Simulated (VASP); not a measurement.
Write the native input for VASP 6.6.1 that does the following.

```yaml
Task: single point
Functional: LDA
Potentials_or_basis: VASP PAW LDA potentials, release 64 (Si, Ge_d)
Cutoff: 520 eV
k_mesh: 12 × 12 × 6
Occupations: gaussian, width 0.03 eV
Spin: no spin polarisation
Dipole_correction: no
Further_INCAR_settings: ALGO = Normal; EDIFF = 1e-06; NBANDS = 26
```

The structure of SiGe lies in POSCAR:

```
SiGe
1.0
    3.9700706750      0.0000000000      0.0000000000
   -1.9850353375      3.4381820594      0.0000000000
    0.0000000000      0.0000000000      6.5609628661
Si Ge
2 2
Direct
    0.6666666667      0.3333333333      0.8745031008
    0.3333333333      0.6666666667      0.3745031008
    0.6666666667      0.3333333333      0.5004958992
    0.3333333333      0.6666666667      0.0004958992
```

This cell differs from its parent crystal: atoms shifted along a free coordinate.

The input as run:

INCAR

```
PREC = Accurate
ENCUT = 520
EDIFF = 1E-6
ISMEAR = 0
SIGMA = 0.03
LREAL = F
LASPH = T
NELM = 100
ALGO = Normal
ISIF = 2
LWAVE = F
LCHARG = T
GGA = CA
LELF = T
LVHAR = T
NBANDS = 26
```

KPOINTS

```
Automatic mesh
0
Gamma
  12 12 6
```

Potentials or basis: VASP PAW LDA potentials, release 64 (Si, Ge_d).

Run with:

```console
$ cat potpaw_LDA.64/Si/POTCAR potpaw_LDA.64/Ge_d/POTCAR > POTCAR
$ mpirun -np 1 vasp_std > vasp.out
```

It gave:

```
Pressure               : -5.4 GPa
Largest force          : 0.028 eV/Å
Band gap on the k mesh : 0.23 eV
```

Caveat: the cell differs from its parent crystal (atoms shifted along a free coordinate); the cell stands under tension.

It took 59 s on 1 thread of Intel(R) Xeon(R) 6975P-C (Granite Rapids), with other jobs on the host, peak memory 0.26 GiB.
